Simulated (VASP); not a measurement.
# InSb (Fmmm) in VASP: notebook

Runs on InSb. Level: PBE. Tasks: single point.

Everything below comes from runs of VASP 6.6.1. Logs are shortened: lines on timing, memory, paths and dates and some standing lists are left out, and cuts for length are marked.

**1. The cell of the first run**

The structure is orthorhombic, space group Fmmm (No. 69). The conventional cell has a = 5.771 Å, b = 6.222 Å, c = 6.458 Å, α = 90.00°, β = 90.00°, γ = 90.00°. In (site symmetry mmm) has 6 Sb at 2.89 to 3.23 Å within 3.8 Å. Sb (site symmetry mmm) has 6 In at 2.89 to 3.23 Å within 3.8 Å.

**2. Single point, PBE**

INCAR reads:

```
PREC = Accurate ; ENCUT = 520
EDIFF = 1E-6 ; ISMEAR = 0
SIGMA = 0.15 ; LREAL = False
LASPH = True ; NELM = 80
ALGO = Normal ; ISIF = 2
LWAVE = False ; LCHARG = False
GGA = PE ; NBANDS = 16
```

KPOINTS reads:

```
Automatic mesh
0
Gamma
  12 12 12
```

POSCAR reads:

```
InSb
1.0
    0.0000000000      3.1111634483      3.2289429878
    2.8854449576      0.0000000000      3.2289429878
    2.8854449576      3.1111634483      0.0000000000
In Sb
1 1
Direct
    0.0000000000      0.0000000000      0.0000000000
    0.5000000000      0.5000000000      0.5000000000
```

Potentials or basis: VASP PAW PBE potentials, release 64 (In_d, Sb).

On the command line:

```
> cat potpaw_PBE.64/In_d/POTCAR potpaw_PBE.64/Sb/POTCAR > POTCAR
> mpirun -np 1 vasp_std > vasp.out
```

OUTCAR:

```text
PREC = Accurate
   ENCUT = 520
   EDIFF = 1E-6
   ISMEAR = 0
   LREAL = False
   LASPH = True
   NELM = 80
   ISIF = 2
   GGA = PE

 ion  position               nearest neighbor table
   1  0.000  0.000  0.000-   2 2.89   2 2.89   2 3.11   2 3.11   2 3.23   2 3.23
   2  0.500  0.500  0.500-   1 2.89   1 2.89   1 3.11   1 3.11   1 3.23   1 3.23

  LATTYP: Found a face centered orthorhombic cell.
 ALAT       =     5.7708899152
 B/A-ratio  =     1.0782265800
 C/A-ratio  =     1.1190450815

  Lattice vectors:

 A1 = (   0.0000000000,   3.1111634483,   3.2289429878)
 A2 = (   2.8854449576,   0.0000000000,   3.2289429878)
 A3 = (   2.8854449576,   3.1111634483,   0.0000000000)

Analysis of symmetry for initial positions (statically):
=====================================================================
 Subroutine PRICEL returns:
 Original cell was already a primitive cell.

 Routine SETGRP: Setting up the symmetry group for a
 face centered orthorhombic supercell.

 Subroutine GETGRP returns: Found  8 space group operations
 (whereof  8 operations were pure point group operations)
 out of a pool of  8 trial point group operations.

The static configuration has the point symmetry D_2h.

Analysis of symmetry for dynamics (positions and initial velocities):
=====================================================================
 Subroutine PRICEL returns:
 Original cell was already a primitive cell.

 Routine SETGRP: Setting up the symmetry group for a
 face centered orthorhombic supercell.

 Subroutine GETGRP returns: Found  8 space group operations
 (whereof  8 operations were pure point group operations)
 out of a pool of  8 trial point group operations.

The dynamic configuration has the point symmetry D_2h.

 Subroutine INISYM returns: Found  8 space group operations
 (whereof  8 operations are pure point group operations),
 and found     1 'primitive' translations

----------------------------------------------------------------------------------------

                                     Primitive cell

  volume of cell :      57.9730

  direct lattice vectors                    reciprocal lattice vectors
     0.000000000  3.111163448  3.228942988    -0.173283500  0.160711582  0.154849436
     2.885444958  0.000000000  3.228942988     0.173283500 -0.160711582  0.154849436
     2.885444958  3.111163448  0.000000000     0.173283500  0.160711582 -0.154849436

  length of vectors
     4.483905755  4.330342414  4.243245292     0.282548636  0.282548636  0.282548636

  position of ions in fractional coordinates (direct lattice)
     0.000000000  0.000000000  0.000000000
     0.500000000  0.500000000  0.500000000

  ion indices of the primitive-cell ions
   primitive index   ion index
                 1           1
                 2           2

----------------------------------------------------------------------------------------

 KPOINTS: Automatic mesh

Automatic generation of k-mesh.
 Grid dimensions read from file:
 generate k-points for:   12   12   12

 Generating k-lattice:

  Cartesian coordinates                     Fractional coordinates (reciprocal lattice)
    -0.014440292  0.013392632  0.012904120     0.083333333  0.000000000 -0.000000000
     0.014440292 -0.013392632  0.012904120     0.000000000  0.083333333  0.000000000
     0.014440292  0.013392632 -0.012904120    -0.000000000 -0.000000000  0.083333333

  Length of vectors
     0.023545720  0.023545720  0.023545720

  Shift w.r.t. Gamma in fractional coordinates (k-lattice)
     0.000000000  0.000000000  0.000000000

 Subroutine IBZKPT returns following result:
 ===========================================

 Found    280 irreducible k-points:

 Following reciprocal coordinates:
            Coordinates               Weight
  0.000000  0.000000  0.000000      1.000000
  0.083333 -0.000000 -0.000000      8.000000
  0.166667 -0.000000  0.000000      8.000000
  0.250000 -0.000000  0.000000      8.000000
  0.333333 -0.000000  0.000000      8.000000
  0.416667 -0.000000  0.000000      8.000000
[... 16 lines left out ...]
  0.500000  0.166667  0.000000      8.000000
 -0.416667  0.166667  0.000000      8.000000
 [... further k-points ...]
   k-points           NKPTS =    280   k-points in BZ     NKDIM =    280   number of bands    NBANDS=     16
   number of dos      NEDOS =    301   number of ions     NIONS =      2
   total plane-waves  NPLWV =  36864
   dimension x,y,z NGX =    36 NGY =   32 NGZ =   32
   dimension x,y,z NGXF=    72 NGYF=   64 NGZF=   64
   ions per type =               1   1
   NGX,Y,Z   is equivalent  to a cutoff of  13.35, 12.29, 12.54 a.u.
   NGXF,Y,Z  is equivalent  to a cutoff of  26.69, 24.57, 25.07 a.u.
 SYSTEM =  unknown system
   PREC   = accura    normal or accurate (medium, high low for compatibility)
   ISTART =      0    job   : 0-new  1-cont  2-samecut
   ICHARG =      2    charge: 1-file 2-atom 10-const
   ISPIN  =      1    spin polarized calculation?
   LNONCOLLINEAR =      F non collinear calculations
   LSORBIT =      F    spin-orbit coupling
   LASPH  =      T    aspherical Exc in radial PAW
   ENCUT  =  520.0 eV  38.22 Ry    6.18 a.u.   8.34  8.05  7.89*2*pi/ulx,y,z
   NELM   =     80;   NELMIN=  2; NELMDL= -5     # of ELM steps
   EDIFF  = 0.1E-05   stopping-criterion for ELM
   LREAL  =      F    real-space projection
   EDIFFG = 0.1E-04   stopping-criterion for IOM
   NSW    =      0    number of steps for IOM
   IBRION =     -1    ionic relax: 0-MD 1-quasi-New 2-CG
   NFREE  =      0    steps in history (QN), initial steepest desc. (CG)
   ISIF   =      2    stress and relaxation
   ISYM   =      2    0-nonsym 1-usesym 2-fastsym
   POTIM  = 0.5000    time-step for ionic-motion
   TEBEG  =    0.0;   TEEND  =   0.0 temperature during run
   PSTRESS=    0.0 pullay stress
   NELECT =      18.0000    total number of electrons
   NUPDOWN=      -1.0000    fix difference up-down
   EMIN   =  10.00;   EMAX   =-10.00  energy-range for DOS
   EFERMI =   0.00;   METHOD = LEGACY
   ISMEAR =     0;   SIGMA  =   0.15  broadening in eV -4-tet -1-fermi 0-gaus
   EFERMI_NEDOS =   21; number of points for ismear=-14 and -15
   IALGO  =     38    algorithm
   IMIX   =      4    mixing-type and parameters
     AMIX     =   0.40;   BMIX     =  1.00
     AMIX_MAG =   1.60;   BMIX_MAG =  1.00
  volume/ion in A,a.u.               =      28.99       195.61
  Fermi-wavevector in a.u.,A,eV,Ry     =   1.108554  2.094864 16.720102  1.228893
  Thomas-Fermi vector in A             =   2.245083
   LORBIT       =      0    0 simple, 1 ext, 2 COOP (PROOUT), +10 PAW based schemes
   GGA     = PE    functional components
   LHFCALC =     F    Hartree Fock is set to
   AEXX    =    0.0000 exact exchange contribution
   IVDW    =     0    specifies the selected vdW correction
   LEPSILON=     F    determine dielectric tensor
   LRPA    =     F    only Hartree local field effects (RPA)
 non-spin polarized calculation
 Gauss-broadening in eV      SIGMA  =   0.15
  energy-cutoff  :      520.00
  volume of cell :       57.97
 maximum number of plane-waves:      1590
 NGX is ok and might be reduce to    36
   NGX = 17   NGY = 17   NGZ = 15

 number of electron      18.0000000 magnetization

 Free energy of the ion-electron system (eV)
  ---------------------------------------------------
  ext. energy  EPLUGINS =         0.00000000
  ---------------------------------------------------
  free energy    TOTEN  =        -6.56414294 eV

  energy without entropy =       -6.54923895  energy(sigma->0) =       -6.55669095

 E-fermi :   6.6005     XC(G=0):  -9.7052

 val. band max:        6.5967327381   @ k =  -0.1667   0.1667   0.0833
 cond. band min:       6.6035769040   @ k =   0.2500  -0.0000   0.0000
 fundamental gap:      0.0068441659
 Fermi energy:         6.6004543206

 k-point     1 :       0.0000    0.0000    0.0000
  band No.  band energies     occupation
      1      -7.8917      2.00000
      2      -7.8402      2.00000
      3      -7.8374      2.00000
      4      -7.8317      2.00000
      5      -7.8048      2.00000
      6      -4.3307      2.00000
[... 8 lines left out ...]
     15      13.1863      0.00000
     16      14.1266      0.00000

 k-point     2 :       0.0833   -0.0000   -0.0000
  band No.  band energies     occupation
      1      -7.8936      2.00000
      2      -7.8414      2.00000
      3      -7.8357      2.00000
      4      -7.8306      2.00000
      5      -7.8045      2.00000
      6      -4.2584      2.00000
[... 8 lines left out ...]
     15      13.1635      0.00000
     16      14.0297      0.00000

 k-point     3 :       0.1667   -0.0000    0.0000
  band No.  band energies     occupation
      1      -7.8992      2.00000
      2      -7.8459      2.00000
      3      -7.8319      2.00000
      4      -7.8255      2.00000
      5      -7.8032      2.00000
      6      -4.0440      2.00000
[... 8 lines left out ...]
     15      13.3904      0.00000
     16      13.5839      0.00000

 k-point     4 :       0.2500   -0.0000    0.0000
  band No.  band energies     occupation
      1      -7.9074      2.00000
      2      -7.8523      2.00000
      3      -7.8295      2.00000
      4      -7.8161      2.00000
      5      -7.8007      2.00000
      6      -3.6986      2.00000
[... 8 lines left out ...]
     15      14.1554      0.00000
     16      14.1968      0.00000
[... 324 lines left out ...]
 k-point    22 :       0.4167    0.1667    0.0000
  band No.  band energies     occupation
      1      -7.9280      2.00000
      2      -7.8607      2.00000
      3      -7.8317      2.00000
      4      -7.8060      2.00000
      5      -7.7913      2.00000
      6      -2.9550      2.00000
[... 8 lines left out ...]
     15      16.3583      0.00000
     16      16.6598      0.00000

 k-point    23 :       0.5000    0.1667    0.0000
  band No.  band energies     occupation
      1      -7.9293      2.00000
      2      -7.8664      2.00000
      3      -7.8261      2.00000
      4      -7.8045      2.00000
      5      -7.7907      2.00000
      6      -2.5500      2.00000
[... 8 lines left out ...]
     15      16.4870      0.00000
     16      17.2637      0.00000

 k-point    24 :      -0.4167    0.1667    0.0000
  band No.  band energies     occupation
      1      -7.9282      2.00000
      2      -7.8679      2.00000
      3      -7.8233      2.00000
      4      -7.8033      2.00000
      5      -7.7921      2.00000
      6      -2.4088      2.00000
[... 8 lines left out ...]
     15      15.7996      0.00000
     16      16.4794      0.00000

 [... further k-points ...]

------------------------ aborting loop because EDIFF is reached ----------------------------------------

  FORCE on cell =-STRESS in cart. coord.  units (eV):
  Direction    XX          YY          ZZ          XY          YZ          ZX
  --------------------------------------------------------------------------------------
  -------------------------------------------------------------------------------------
  Total        2.6189526     -0.3413025     -0.9627361      0.0000000      0.0000000      0.0000000
  in kB       72.3789413     -9.4324399    -26.6067501      0.0000000      0.0000000      0.0000000
  external PRESSURE =      12.1132504 kB  Pullay stress =       0.0000000 kB

 VOLUME and BASIS-vectors are now :
 -----------------------------------------------------------------------------
  energy-cutoff  :      520.00
  volume of cell :       57.97
      direct lattice vectors                 reciprocal lattice vectors
     0.000000000  3.111163448  3.228942988    -0.173283500  0.160711582  0.154849436
     2.885444958  0.000000000  3.228942988     0.173283500 -0.160711582  0.154849436
     2.885444958  3.111163448  0.000000000     0.173283500  0.160711582 -0.154849436

 POSITION                                       TOTAL-FORCE (eV/Angst)
 -----------------------------------------------------------------------------------
      0.00000      0.00000      0.00000         0.000000      0.000000      0.000000
      2.88544      3.11116      3.22894        -0.000000      0.000000     -0.000000
 -----------------------------------------------------------------------------------
    total drift:                               -0.000000      0.000000      0.000000

  FREE ENERGIE OF THE ION-ELECTRON SYSTEM (eV)
  ---------------------------------------------------
  free  energy   TOTEN  =        -6.5641429423 eV

  energy  without entropy=       -6.5492389548  energy(sigma->0) =       -6.55669095
```

It took 4.3 min on 1 thread of Intel Xeon 8259CL, shared host; peak memory 0.4 GiB.

Results:

* Free energy: -6.5641 eV
* Pressure: 1.2 GPa
* Band gap on the k mesh: zero (bands 9 and 10 overlap by 2.71 eV)

Caveat: the cell differs from its parent crystal (strain +e along x and -e along y -0.0367, strain +e along z and -e/2 along x and y +0.0500); spin-orbit coupling is left out, which moves the levels of the heavy elements.

**3. Single point, PBE**

INCAR reads:

```
SYSTEM = InSb
  ALGO = Normal
  EDIFF = 1E-7
  ENCUT = 520
  GGA = PE
  ISIF = 2
  ISMEAR = 0
  LASPH = .True.
  LCHARG = .False.
  LREAL = .False.
  LWAVE = .False.
  NBANDS = 16
  NELM = 100
  PREC = Accurate
  SIGMA = 0.15
```

KPOINTS reads:

```
k-points
0
Gamma
  12 12 12
  0 0 0
```

POSCAR reads:

```
InSb
1.0
    0.0000000000      3.1880430433      3.0751837979
    2.9623245525      0.0000000000      3.0751837979
    2.9623245525      3.1880430433      0.0000000000
In Sb
1 1
Direct
    0.0000000000      0.0000000000      0.0000000000
    0.5000000000      0.5000000000      0.5000000000
```

Potentials or basis: VASP PAW PBE potentials, release 64 (In_d, Sb).

On the command line:

```
> cat potpaw_PBE.64/In_d/POTCAR potpaw_PBE.64/Sb/POTCAR > POTCAR
> mpirun -np 1 vasp_std > vasp.out
```

It took 4.7 min on 1 thread of Intel Xeon 8259CL, shared host; peak memory 0.4 GiB.

It converged, with:

```
Free energy            : -6.6299 eV
Pressure               : 0.4 GPa
Band gap on the k mesh : zero (bands 9 and 10 overlap by 2.63 eV)
```

Stress tensor (GPa, compression positive):
```
 3.79  0.00  0.00
 0.00 -2.25  0.00
 0.00  0.00 -0.22
```

Levels at points of the mesh, in eV from the Fermi level:
```tsv
k point	band 7	band 8	band 9	band 10	band 11	band 12
(0.00, 0.00, 0.00)	-0.48	-0.42	-0.01	0.32	5.08	5.97
(0.50, 0.00, 0.00)	-6.37	0.16	0.48	1.94	2.40	2.85
(0.50, 0.50, 0.00)	-4.37	-3.31	-2.47	-1.67	3.29	7.11
(0.50, 0.00, 0.50)	-4.34	-2.96	-2.14	-1.73	3.42	7.77
(0.00, 0.50, 0.50)	-4.38	-3.63	-2.42	-2.03	3.12	7.53
```

Caveat: the cell differs from its parent crystal (strain +e along x and -e along y -0.0367, strain +e along z and -e/2 along x and y +0.0000); spin-orbit coupling is left out, which moves the levels of the heavy elements.
